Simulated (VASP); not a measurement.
# RuC4 (P-3m1) in VASP: a series of runs, part 3 of 3

VASP 6.6.1.

### Step 5. Single point, PBE

This run uses another cell than the first one, of 7.85 Å³/atom, 0.998 times its volume.

INCAR

```
SYSTEM = RuC4
PREC = Accurate
ENCUT = 600
EDIFF = 1E-6
ISMEAR = 0
SIGMA = 0.1
LREAL = .False.
LASPH = .True.
NELM = 120
ALGO = Normal
ISIF = 2
LWAVE = .False.
LCHARG = .False.
GGA = PE
NBANDS = 24
GGA_COMPAT = .False.
```

KPOINTS

```
regular mesh
0
Gamma
  6 6 4
  0 0 0
```

POSCAR

```
RuC4
1.0
    2.7026469694      0.0000000000      0.0000000000
   -1.3513234847      2.3405609329      0.0000000000
    0.0000000000      0.0000000000      6.2035831079
Ru C
1 4
Direct
    0.0000000000      0.0000000000      0.0000000000
    0.3333333333      0.6666666667      0.7801892543
    0.3333333333      0.6666666667      0.5432640331
    0.6666666667      0.3333333333      0.2198107457
    0.6666666667      0.3333333333      0.4567359669
```

Potentials or basis: VASP PAW PBE potentials, release 64 (Ru_sv, C).

The run is started by

```sh
$ cat potpaw_PBE.64/Ru_sv/POTCAR potpaw_PBE.64/C/POTCAR > POTCAR
$ mpirun -np 1 vasp_std > vasp.out
```

OUTCAR:

```text
SYSTEM = RuC4
   PREC = Accurate
   ENCUT = 600
   EDIFF = 1E-6
   ISMEAR = 0
   LREAL = .False.
   LASPH = .True.
   NELM = 120
   ISIF = 2
   GGA = PE

 ion  position               nearest neighbor table
   1  0.000  0.000  0.000-   2 2.07   4 2.07   2 2.07   4 2.07   4 2.07   2 2.07
   2  0.333  0.667  0.780-   3 1.47   1 2.07   1 2.07   1 2.07
   3  0.333  0.667  0.543-   2 1.47   5 1.65   5 1.65   5 1.65
   4  0.667  0.333  0.220-   5 1.47   1 2.07   1 2.07   1 2.07
   5  0.667  0.333  0.457-   4 1.47   3 1.65   3 1.65   3 1.65

  LATTYP: Found a hexagonal cell.
 ALAT       =     2.7026469694
 C/A-ratio  =     2.2953730836

  Lattice vectors:

 A1 = (   2.7026469694,   0.0000000000,   0.0000000000)
 A2 = (  -1.3513234847,   2.3405609329,   0.0000000000)
 A3 = (   0.0000000000,   0.0000000000,   6.2035831079)

Analysis of symmetry for initial positions (statically):
=====================================================================
 Subroutine PRICEL returns:
 Original cell was already a primitive cell.

 Routine SETGRP: Setting up the symmetry group for a
 hexagonal supercell.

 Subroutine GETGRP returns: Found 12 space group operations
 (whereof 12 operations were pure point group operations)
 out of a pool of 24 trial point group operations.

The static configuration has the point symmetry D_3d.

Analysis of symmetry for dynamics (positions and initial velocities):
=====================================================================
 Subroutine PRICEL returns:
 Original cell was already a primitive cell.

 Routine SETGRP: Setting up the symmetry group for a
 hexagonal supercell.

 Subroutine GETGRP returns: Found 12 space group operations
 (whereof 12 operations were pure point group operations)
 out of a pool of 24 trial point group operations.

The dynamic configuration has the point symmetry D_3d.

 Subroutine INISYM returns: Found 12 space group operations
 (whereof 12 operations are pure point group operations),
 and found     1 'primitive' translations

[... 120 lines left out ...]
  volume/ion in A,a.u.               =       7.85        52.96
  Fermi-wavevector in a.u.,A,eV,Ry     =   1.529470  2.890279 31.827802  2.339277
  Thomas-Fermi vector in A             =   2.637086
   LORBIT       =      0    0 simple, 1 ext, 2 COOP (PROOUT), +10 PAW based schemes
   GGA     = PE    functional components
   LHFCALC =     F    Hartree Fock is set to
   AEXX    =    0.0000 exact exchange contribution
   IVDW    =     0    specifies the selected vdW correction
   LEPSILON=     F    determine dielectric tensor
   LRPA    =     F    only Hartree local field effects (RPA)
 non-spin polarized calculation
 Gauss-broadening in eV      SIGMA  =   0.10
  energy-cutoff  :      600.00
  volume of cell :       39.24
 maximum number of plane-waves:      1345
 NGX is ok and might be reduce to    24
   NGX = 11   NGY = 11   NGZ = 25

 number of electron      31.9999999 magnetization

 Free energy of the ion-electron system (eV)
  ---------------------------------------------------
  ext. energy  EPLUGINS =         0.00000000
  ---------------------------------------------------
  free energy    TOTEN  =       -42.67928558 eV

  energy without entropy =      -42.67360915  energy(sigma->0) =      -42.67644737

 E-fermi :  11.5432     XC(G=0): -13.1914

 val. band max:       11.5413296124   @ k =   0.5000   0.0000   0.2500
 cond. band min:      11.6202904217   @ k =   0.3333   0.1667   0.2500
 fundamental gap:      0.0789608092
 Fermi energy:        11.5432035970

 k-point     1 :       0.0000    0.0000    0.0000
  band No.  band energies     occupation
      1     -62.7584      2.00000
      2     -32.8061      2.00000
      3     -32.3852      2.00000
      4     -32.3852      2.00000
      5      -8.4232      2.00000
      6      -3.8408      2.00000
[... 637 lines left out ...]
     23      20.9783      0.00000
     24      23.2623      0.00000

------------------------ aborting loop because EDIFF is reached ----------------------------------------

  FORCE on cell =-STRESS in cart. coord.  units (eV):
  Direction    XX          YY          ZZ          XY          YZ          ZX
  --------------------------------------------------------------------------------------
  -------------------------------------------------------------------------------------
  Total       -0.1201127     -0.1201127      0.0048323      0.0000000     -0.0000000      0.0000000
  in kB       -4.9039675     -4.9039675      0.1972934      0.0000000     -0.0000000      0.0000000
  external PRESSURE =      -3.2035472 kB  Pullay stress =       0.0000000 kB

 VOLUME and BASIS-vectors are now :
 -----------------------------------------------------------------------------
  energy-cutoff  :      600.00
  volume of cell :       39.24
      direct lattice vectors                 reciprocal lattice vectors
     2.702646969  0.000000000  0.000000000     0.370007630  0.213624005  0.000000000
    -1.351323485  2.340560933  0.000000000     0.000000000  0.427248010  0.000000000
     0.000000000  0.000000000  6.203583108     0.000000000  0.000000000  0.161197163

 POSITION                                       TOTAL-FORCE (eV/Angst)
 -----------------------------------------------------------------------------------
      0.00000      0.00000      0.00000        -0.000000      0.000000     -0.000000
     -0.00000      1.56037      4.83997         0.000000      0.000000      0.083084
     -0.00000      1.56037      3.37018         0.000000      0.000000     -0.058756
      1.35132      0.78019      1.36361        -0.000000      0.000000     -0.083084
      1.35132      0.78019      2.83340        -0.000000     -0.000000      0.058756
 -----------------------------------------------------------------------------------
    total drift:                               -0.000000     -0.000000     -0.000000

  FREE ENERGIE OF THE ION-ELECTRON SYSTEM (eV)
  ---------------------------------------------------
  free  energy   TOTEN  =       -42.6792855787 eV

  energy  without entropy=      -42.6736091521  energy(sigma->0) =      -42.67644737
```

Wall time 43 s (1 thread of AMD EPYC 7R43 (Zen 3), shared host); peak memory 0.14 GiB.

Results:

```
Free energy            : -42.6793 eV
Pressure               : -0.3 GPa
Largest force          : 0.083 eV/Å
Band gap on the k mesh : zero (band 16 reaches 11.74 eV, above the bottom of band 17 at 10.94 eV)
```

Forces on the atoms (eV/Å):
```
Ru   0.000  0.000  0.000
C    0.000  0.000  0.083
C    0.000  0.000 -0.059
C    0.000  0.000 -0.083
C    0.000  0.000  0.059
```

Levels at points of the mesh, in eV from the Fermi level:
```
           k point  band 13  band 14  band 15  band 16  band 17  band 18  band 19  band 20
(0.00, 0.00, 0.00)    -3.30    -2.86    -2.05    -2.05     0.44     0.44     4.50     5.26
(0.50, 0.00, 0.00)    -4.84    -4.75    -3.24     0.14     0.86     1.69     3.38     3.68
(0.00, 0.00, 0.50)    -3.69    -3.62    -2.20    -2.20     2.37     2.37     2.58     2.58
(0.50, 0.00, 0.50)    -4.05    -3.94    -3.78    -0.69     0.14     1.42     3.49     4.27
```

Caveat: the k points lie up to 0.45 Å⁻¹ apart.

### Step 6. Overview

```csv
task,potentials or basis,cell,k mesh,cutoff (eV),second run,gap on the mesh (eV),pressure (GPa),relaxed volume (Å³/atom),largest force (eV/Å)
relaxation of cell and atoms,"VASP PAW PBE potentials, release 64 (Ru_pv, C)","relaxed from a = 2.710, b = 2.710, c = 6.186 Å, angles 90.0, 90.0, 120.0°, 5 atoms",6 × 6 × 4,600,-,none,0.1,7.84,0.01
single point,"VASP PAW PBE potentials, release 64 (Ru_pv, C)","a = 2.705, b = 2.705, c = 6.196 Å, angles 90.0, 90.0, 120.0°, 5 atoms",18 × 18 × 6,520,-,none,0.3,-,0.03
relaxation of cell and atoms,"VASP PAW PBE potentials, release 64 (Ru_pv, C)","relaxed from a = 2.703, b = 2.703, c = 6.204 Å, angles 90.0, 90.0, 120.0°, 5 atoms",18 × 18 × 6,600,-,none,0.1,7.85,-
single point,"VASP PAW PBE potentials, release 64 (Ru_sv, C)","a = 2.703, b = 2.703, c = 6.204 Å, angles 90.0, 90.0, 120.0°, 5 atoms",6 × 6 × 4,600,valence_matched,none,-0.3,-,0.08
```

Alike in all rows: level PBE; no spin polarisation; smearing gaussian 0.1 eV.

Caveats: some runs use coarse meshes.

Absolute energies hang on the potentials; compare differences alone.
